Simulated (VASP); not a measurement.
# ZrB2 (P6/mmm) in VASP: a series of runs, part 2 of 2

VASP 6.6.1. The steps go on from the part before.

### 5 Single point, PBEsol

This run uses another cell than the first one, of 9.94 Å³/atom.

Contents of INCAR:

```
SYSTEM = ZrB2
PREC = Accurate
ENCUT = 520
EDIFF = 1E-7
ISMEAR = 0
SIGMA = 0.15
LREAL = .False.
LASPH = .True.
NELM = 80
ALGO = Normal
ISIF = 2
LWAVE = .False.
LCHARG = .False.
GGA = PS
NBANDS = 16
```

Contents of KPOINTS:

```
regular mesh
0
Gamma
  15 15 12
  0 0 0
```

Contents of POSCAR:

```
ZrB2
1.0
    3.1864000000      0.0000000000      0.0000000000
   -1.5932000000      2.7595033466      0.0000000000
    0.0000000000      0.0000000000      3.3899000000
Zr B
1 2
Direct
    0.0000000000      0.0000000000      0.0000000000
    0.3333333333      0.6666666667      0.5000000000
    0.6666666667      0.3333333333      0.5000000000
```

Potentials or basis: VASP PAW PBE potentials, release 64 (Zr_sv, B).

The run is started by

```sh
$ cat potpaw_PBE.64/Zr_sv/POTCAR potpaw_PBE.64/B/POTCAR > POTCAR
$ mpirun -np 1 vasp_std > vasp.out
```

OUTCAR:

```text
SYSTEM = ZrB2
   PREC = Accurate
   ENCUT = 520
   EDIFF = 1E-7
   ISMEAR = 0
   LREAL = .False.
   LASPH = .True.
   NELM = 80
   ISIF = 2
   GGA = PS

 ion  position               nearest neighbor table
   1  0.000  0.000  0.000-   2 2.50   3 2.50   2 2.50   3 2.50   2 2.50   2 2.50   3 2.50   3 2.50
                             3 2.50   3 2.50   2 2.50   2 2.50
   2  0.333  0.667  0.500-   3 1.84   3 1.84   3 1.84   1 2.50   1 2.50   1 2.50   1 2.50   1 2.50
                             1 2.50
   3  0.667  0.333  0.500-   2 1.84   2 1.84   2 1.84   1 2.50   1 2.50   1 2.50   1 2.50   1 2.50
                             1 2.50

  LATTYP: Found a hexagonal cell.
 ALAT       =     3.1864000000
 C/A-ratio  =     1.0638651770

  Lattice vectors:

 A1 = (   3.1864000000,   0.0000000000,   0.0000000000)
 A2 = (  -1.5932000000,   2.7595033466,   0.0000000000)
 A3 = (   0.0000000000,   0.0000000000,   3.3899000000)

Analysis of symmetry for initial positions (statically):
=====================================================================
 Subroutine PRICEL returns:
 Original cell was already a primitive cell.

 Routine SETGRP: Setting up the symmetry group for a
 hexagonal supercell.

 Subroutine GETGRP returns: Found 24 space group operations
[... 172 lines left out ...]
 fundamental gap:      0.0921669578
 Fermi energy:        10.7870578197

 k-point     1 :       0.0000    0.0000    0.0000
  band No.  band energies     occupation
      1     -37.5518      2.00000
      2     -15.7562      2.00000
      3     -15.2591      2.00000
      4     -15.2591      2.00000
      5      -1.9958      2.00000
      6       7.7701      2.00000
[... 433 lines left out ...]
      3     -15.6935      2.00000
      4     -15.5696      2.00000
      5       2.3161      2.00000
      6       2.5424      2.00000
[... 8 lines left out ...]
     15      20.5617      0.00000
     16      20.5779      0.00000

 [... further k-points ...]

------------------------ aborting loop because EDIFF is reached ----------------------------------------

  FORCE on cell =-STRESS in cart. coord.  units (eV):
  Direction    XX          YY          ZZ          XY          YZ          ZX
  --------------------------------------------------------------------------------------
  -------------------------------------------------------------------------------------
  Total       -0.2639846     -0.2639846      2.5134769      0.0000000      0.0000000      0.0000000
  in kB      -14.1896280    -14.1896280    135.1037406      0.0000000      0.0000000      0.0000000
  external PRESSURE =      35.5748282 kB  Pullay stress =       0.0000000 kB

 VOLUME and BASIS-vectors are now :
 -----------------------------------------------------------------------------
  energy-cutoff  :      520.00
  volume of cell :       29.81
      direct lattice vectors                 reciprocal lattice vectors
     3.186400000  0.000000000  0.000000000     0.313833794  0.181192025  0.000000000
    -1.593200000  2.759503347  0.000000000     0.000000000  0.362384050  0.000000000
     0.000000000  0.000000000  3.389900000     0.000000000  0.000000000  0.294993953

 POSITION                                       TOTAL-FORCE (eV/Angst)
 -----------------------------------------------------------------------------------
      0.00000      0.00000      0.00000        -0.000000      0.000000     -0.000000
     -0.00000      1.83967      1.69495         0.000000     -0.000000     -0.000000
      1.59320      0.91983      1.69495        -0.000000      0.000000      0.000000
 -----------------------------------------------------------------------------------
    total drift:                               -0.000000      0.000000      0.000000

  FREE ENERGIE OF THE ION-ELECTRON SYSTEM (eV)
  ---------------------------------------------------
  free  energy   TOTEN  =       -26.3575412636 eV

  energy  without entropy=      -26.3544140334  energy(sigma->0) =      -26.35597765
```

OSZICAR:

```text
N       E                     dE             d eps       ncg     rms          rms(c)
DAV:   1     0.102235584624E+03    0.10224E+03   -0.98035E+03  6056   0.113E+03
DAV:   2    -0.245570404539E+02   -0.12679E+03   -0.12183E+03  7864   0.293E+02
DAV:   3    -0.287107546016E+02   -0.41537E+01   -0.41366E+01  9376   0.449E+01
DAV:   4    -0.287716283987E+02   -0.60874E-01   -0.60865E-01  7288   0.504E+00
DAV:   5    -0.287731844755E+02   -0.15561E-02   -0.15561E-02  9096   0.510E-01    0.244E+01
DAV:   6    -0.264218147742E+02    0.23514E+01   -0.49085E+00  7816   0.155E+01    0.102E+01
DAV:   7    -0.263603598211E+02    0.61455E-01   -0.61291E-01  8632   0.501E+00    0.341E+00
DAV:   8    -0.263614911926E+02   -0.11314E-02   -0.10096E-01  7208   0.261E+00    0.406E-01
DAV:   9    -0.263578312384E+02    0.36600E-02   -0.18336E-02  7272   0.105E+00    0.198E-01
DAV:  10    -0.263575388536E+02    0.29238E-03   -0.14159E-03  7120   0.349E-01    0.326E-02
DAV:  11    -0.263575430756E+02   -0.42220E-05   -0.59969E-05  8488   0.694E-02    0.103E-02
DAV:  12    -0.263575415987E+02    0.14769E-05   -0.38642E-06  7000   0.187E-02    0.592E-03
DAV:  13    -0.263575412806E+02    0.31806E-06   -0.43791E-07  7728   0.599E-03    0.134E-03
DAV:  14    -0.263575412636E+02    0.16996E-07   -0.26139E-08  3520   0.141E-03
   1 F= -.26357541E+02 E0= -.26355978E+02  d E =-.312723E-02
```

stdout:

```text
POSCAR found type information on POSCAR ZrB
 POSCAR found :  2 types and       3 ions
 scaLAPACK will be used
 -----------------------------------------------------------------------------
|                                                                             |
|                                                                             |
|     You enforced a specific xc type in the INCAR file but a different       |
|     I HOPE YOU KNOW WHAT YOU ARE DOING!                                     |
|                                                                             |
 -----------------------------------------------------------------------------

 LDA part: xc-table for (Slater+PW92), standard interpolation
 POSCAR, INCAR and KPOINTS ok, starting setup
 FFT: planning ... GRIDC
 FFT: planning ... GRID_SOFT
 FFT: planning ... GRID
 WAVECAR not read
 entering main loop
```

Run time: 42 s. Hardware: 1 thread of AMD EPYC 9R45 (Zen 5), shared host; peak memory 0.18 GiB.

Results:

- Free energy: -26.3575 eV
- Pressure: 3.6 GPa
- Band gap on the k mesh: zero (bands 9 and 10 overlap by 0.75 eV)

Levels at points of the mesh, in eV from the Fermi level:
```csv
k point,band 5,band 6,band 7,band 8,band 9,band 10,band 11,band 12,band 13,band 14
"(0.00, 0.00, 0.00)",-12.78,-3.02,-3.02,-2.58,-1.93,3.52,3.52,4.45,4.75,4.75
"(0.00, 0.00, 0.50)",-10.42,-7.04,-1.15,-1.15,-0.12,-0.12,0.77,0.77,2.71,4.67
```

Caveat: the cell stands under pressure; the PAW data sets were made with another functional, which shifts forces and pressure a little.

### 6 Single point, PBEsol

This run uses another cell than the first one, of 9.96 Å³/atom.

Contents of INCAR:

```
SYSTEM = ZrB2
ALGO     = Normal         ! electronic algorithm
EDIFF    = 1E-6           ! SCF threshold, eV
ENCUT    = 520            ! plane-wave cutoff, eV
GGA      = PS             ! functional
ISIF     = 2              ! what is computed and relaxed
ISMEAR   = 0              ! smearing method
LASPH    = .TRUE.         ! aspherical terms in the spheres
LCHARG   = .TRUE.         ! write CHGCAR
LELF     = .TRUE.         ! ELF
LREAL    = .FALSE.        ! projectors in reciprocal space
LVHAR    = .TRUE.       
LWAVE    = .FALSE.        ! write WAVECAR
NBANDS   = 16             ! bands
NELM     = 80             ! most SCF steps
PREC     = Accurate       ! precision mode
SIGMA    = 0.15           ! smearing width, eV
```

Contents of KPOINTS:

```
k-points
0
G
  15 15 12
  0 0 0
```

Contents of POSCAR:

```
ZrB2
1.0
    3.2179000000      0.0000000000      0.0000000000
   -1.6089500000      2.7867831468      0.0000000000
    0.0000000000      0.0000000000      3.3314000000
Zr B
1 2
Direct
    0.0000000000      0.0000000000      0.0000000000
    0.3333333333      0.6666666667      0.5000000000
    0.6666666667      0.3333333333      0.5000000000
```

Potentials or basis: VASP PAW PBE potentials, release 64 (Zr_sv, B).

The run is started by

```sh
$ cat potpaw_PBE.64/Zr_sv/POTCAR potpaw_PBE.64/B/POTCAR > POTCAR
$ mpirun -np 1 vasp_std > vasp.out
```

OUTCAR:

```text
SYSTEM = ZrB2
   EDIFF = 1E-6
   ENCUT = 520
   GGA = PS
   ISIF = 2
   ISMEAR = 0
   LASPH = .TRUE.
   LREAL = .FALSE.
   NELM = 80
   PREC = Accurate

 ion  position               nearest neighbor table
   1  0.000  0.000  0.000-   2 2.50   3 2.50   2 2.50   3 2.50   2 2.50   2 2.50   3 2.50   3 2.50
                             3 2.50   3 2.50   2 2.50   2 2.50
   2  0.333  0.667  0.500-   3 1.86   3 1.86   3 1.86   1 2.50   1 2.50   1 2.50   1 2.50   1 2.50
                             1 2.50
   3  0.667  0.333  0.500-   2 1.86   2 1.86   2 1.86   1 2.50   1 2.50   1 2.50   1 2.50   1 2.50
                             1 2.50

  LATTYP: Found a hexagonal cell.
 ALAT       =     3.2179000000
 C/A-ratio  =     1.0352714503

  Lattice vectors:

 A1 = (   3.2179000000,   0.0000000000,   0.0000000000)
 A2 = (  -1.6089500000,   2.7867831468,   0.0000000000)
 A3 = (   0.0000000000,   0.0000000000,   3.3314000000)

Analysis of symmetry for initial positions (statically):
=====================================================================
 Subroutine PRICEL returns:
 Original cell was already a primitive cell.

 Routine SETGRP: Setting up the symmetry group for a
 hexagonal supercell.

 Subroutine GETGRP returns: Found 24 space group operations
[... 172 lines left out ...]
 fundamental gap:      0.0609054823
 Fermi energy:        10.7522048302

 k-point     1 :       0.0000    0.0000    0.0000
  band No.  band energies     occupation
      1     -37.5453      2.00000
      2     -15.7142      2.00000
      3     -15.2965      2.00000
      4     -15.2965      2.00000
      5      -1.9672      2.00000
      6       7.5687      2.00000
[... 433 lines left out ...]
      3     -15.7035      2.00000
      4     -15.5446      2.00000
      5       2.2881      2.00000
      6       2.5100      2.00000
[... 8 lines left out ...]
     15      20.4507      0.00000
     16      20.4961      0.00000

 [... further k-points ...]

------------------------ aborting loop because EDIFF is reached ----------------------------------------

  FORCE on cell =-STRESS in cart. coord.  units (eV):
  Direction    XX          YY          ZZ          XY          YZ          ZX
  --------------------------------------------------------------------------------------
  -------------------------------------------------------------------------------------
  Total       -0.9557191     -0.9557191      3.5249365      0.0000000     -0.0000000      0.0000000
  in kB      -51.2552516    -51.2552516    189.0424696      0.0000000     -0.0000000      0.0000000
  external PRESSURE =      28.8439888 kB  Pullay stress =       0.0000000 kB

 VOLUME and BASIS-vectors are now :
 -----------------------------------------------------------------------------
  energy-cutoff  :      520.00
  volume of cell :       29.87
      direct lattice vectors                 reciprocal lattice vectors
     3.217900000  0.000000000  0.000000000     0.310761677  0.179418338  0.000000000
    -1.608950000  2.786783147  0.000000000     0.000000000  0.358836676  0.000000000
     0.000000000  0.000000000  3.331400000     0.000000000  0.000000000  0.300174101

 POSITION                                       TOTAL-FORCE (eV/Angst)
 -----------------------------------------------------------------------------------
      0.00000      0.00000      0.00000        -0.000000      0.000000      0.000000
     -0.00000      1.85786      1.66570        -0.000000      0.000000     -0.000000
      1.60895      0.92893      1.66570         0.000000      0.000000      0.000000
 -----------------------------------------------------------------------------------
    total drift:                               -0.000000      0.000000      0.000000

  FREE ENERGIE OF THE ION-ELECTRON SYSTEM (eV)
  ---------------------------------------------------
  free  energy   TOTEN  =       -26.2929332944 eV

  energy  without entropy=      -26.2894461267  energy(sigma->0) =      -26.29118971
```

stdout:

```text
POSCAR found type information on POSCAR ZrB
 POSCAR found :  2 types and       3 ions
 scaLAPACK will be used
 -----------------------------------------------------------------------------
|                                                                             |
|                                                                             |
|     You enforced a specific xc type in the INCAR file but a different       |
|     I HOPE YOU KNOW WHAT YOU ARE DOING!                                     |
|                                                                             |
 -----------------------------------------------------------------------------

 LDA part: xc-table for (Slater+PW92), standard interpolation
 POSCAR, INCAR and KPOINTS ok, starting setup
 FFT: planning ... GRIDC
 FFT: planning ... GRID_SOFT
 FFT: planning ... GRID
 WAVECAR not read
 entering main loop
```

It took 38 s on 1 thread of AMD EPYC 9R45 (Zen 5), shared host; peak memory 0.18 GiB.

What came out:

```yaml
Free_energy: -26.2929 eV
Pressure: 2.9 GPa
Band_gap_on_the_k_mesh: zero (bands 9 and 10 overlap by 1.10 eV)
```

Caveat: the PAW data sets were made with another functional, which shifts forces and pressure a little.

### 7 Overview

| cell | gap on the mesh (eV) | pressure (GPa) |
| --- | --- | --- |
| a = 3.092, b = 3.092, c = 3.565 Å, angles 90.0, 90.0, 120.0°, 3 atoms | none | 7.2 |
| a = 3.123, b = 3.123, c = 3.507 Å, angles 90.0, 90.0, 120.0°, 3 atoms | none | 5.7 |
| a = 3.060, b = 3.060, c = 3.682 Å, angles 90.0, 90.0, 120.0°, 3 atoms | none | 5.1 |
| a = 3.186, b = 3.186, c = 3.390 Å, angles 90.0, 90.0, 120.0°, 3 atoms | none | 3.6 |
| a = 3.218, b = 3.218, c = 3.331 Å, angles 90.0, 90.0, 120.0°, 3 atoms | none | 2.9 |

Alike in all rows: task single point; level PBEsol; potentials or basis VASP PAW PBE potentials, release 64 (Zr_sv, B); no spin polarisation; k mesh 15 × 15 × 12; cutoff (eV) 520; smearing gaussian 0.15 eV.

Caveats: the PAW data sets were made with another functional, which shifts forces and pressure a little; the cell stands under pressure (at least some runs).

Absolute energies hang on the potentials; compare differences alone.
